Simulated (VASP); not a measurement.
# Ti2W: single point with PBE

The system is Ti2W.

```
CELL_PARAMETERS angstrom
3.73275 0.00000 0.00000
0.00000 3.73275 0.00000
0.00000 0.00000 7.51524
ATOMIC_POSITIONS crystal
Ti 0.00000 0.00000 0.00000
Ti 0.50000 0.50000 0.00000
Ti 0.00000 0.50000 0.36633
Ti 0.50000 0.00000 0.63367
W 0.00000 0.50000 0.73785
W 0.50000 0.00000 0.26215
```

```yaml
Program: VASP 6.6.1
Task: single point
Functional: PBE
Potentials_or_basis: VASP PAW PBE potentials, release 64 (Ti_sv, W_sv)
Cutoff: 520 eV
k_mesh: 6 × 6 × 4
Occupations: gaussian, width 0.1 eV
Spin: no spin polarisation
```

```json
{"Pressure": "-0.2 GPa", "Largest force": "0.025 eV/Å", "Band gap on the k mesh": "zero (bands 38 and 39 overlap by 0.87 eV)"}
```

Forces in eV/Å, atoms in the order of the input:
```
Ti   0.000  0.000  0.000
Ti   0.000  0.000  0.000
Ti   0.000  0.000 -0.025
Ti   0.000  0.000  0.025
W    0.000  0.000  0.010
W    0.000  0.000 -0.010
```

Stress tensor (GPa, compression positive):
```
-0.23  0.00  0.00
 0.00 -0.23  0.00
 0.00  0.00 -0.01
```

Levels at points of the mesh, in eV from the Fermi level:
```csv
k point,band 34,band 35,band 36,band 37,band 38,band 39,band 40,band 41,band 42,band 43
"(0.00, 0.00, 0.00)",-1.80,-1.04,-0.96,-0.96,-0.63,-0.20,0.76,1.22,1.22,1.25
"(0.50, 0.00, 0.00)",-1.44,-1.42,-1.42,0.02,0.02,0.36,0.36,0.60,0.60,1.59
"(0.50, 0.50, 0.00)",-0.47,-0.44,-0.44,-0.32,-0.32,0.12,0.12,0.13,0.13,1.19
"(0.00, 0.00, 0.50)",-1.44,-1.08,-0.85,-0.33,-0.12,-0.12,0.25,1.04,1.04,1.32
"(0.50, 0.00, 0.50)",-1.69,-1.14,-1.14,-0.01,-0.01,0.41,0.41,0.50,0.50,1.56
"(0.50, 0.50, 0.50)",-0.51,-0.41,-0.41,0.45,0.45,0.55,0.55,0.56,0.56,0.65
```

It took 3.1 min on 1 thread of Intel(R) Xeon(R) 6975P-C (Granite Rapids), on a shared host, peak memory 0.27 GiB.

Caveat: spin-orbit coupling is left out, which moves the levels of the heavy elements.
